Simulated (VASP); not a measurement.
**Au: single point with PBEsol**

The system is Au, a slab with vacuum.

```xyz
5
Lattice="2.8877 0.0000 0.0000 0.0000 2.8877 0.0000 0.0000 0.0000 23.1675" Properties=species:S:1:pos:R:3 pbc="T T T"
Au    1.4438    1.4438    7.5000
Au    0.0000    0.0000    9.5419
Au    1.4438    1.4438   11.5838
Au    0.0000    0.0000   13.6256
Au    1.4438    1.4438   15.6675
```

```json
{
 "Program": "VASP 6.6.1",
 "Task": "single point",
 "Functional": "PBEsol",
 "Potentials or basis": "VASP PAW PBE potentials, release 64 (Au)",
 "Cutoff": "520 eV",
 "k mesh": "12 × 12 × 1",
 "Occupations": "gaussian, width 0.1 eV",
 "Spin": "no spin polarisation"
}
```

| Property | Result |
| --- | --- |
| Largest force | 0.160 eV/Å |
| Band gap on the k mesh | zero (an odd number of electrons rules out a gap without spin polarisation) |

Forces on the atoms (eV/Å):
```
Au   0.000  0.000  0.160
Au   0.000  0.000 -0.147
Au   0.000  0.000  0.000
Au   0.000  0.000  0.147
Au   0.000  0.000 -0.160
```

Levels at points of the mesh, in eV from the Fermi level:
```
           k point  band 24  band 25  band 26  band 27  band 28  band 29  band 30  band 31  band 32  band 33
(0.00, 0.00, 0.00)    -2.15    -2.15    -1.89    -1.83    -1.69    -1.69    -0.06     1.31     4.91     5.39
(0.50, 0.00, 0.00)    -2.00    -1.91    -0.48    -0.25    -0.16     0.11     0.12     2.31     2.64     4.39
(0.50, 0.50, 0.00)    -1.10    -1.10     1.89     1.89     3.82     3.82     4.99     5.00     5.54     5.66
```

Run time: 120 s on 1 thread of Intel(R) Xeon(R) 6975P-C (Granite Rapids), with other jobs on the host, peak memory 0.39 GiB.

Caveat: the PAW data sets were made with another functional, which shifts forces and pressure a little; spin-orbit coupling is left out, which moves the levels of the heavy elements.
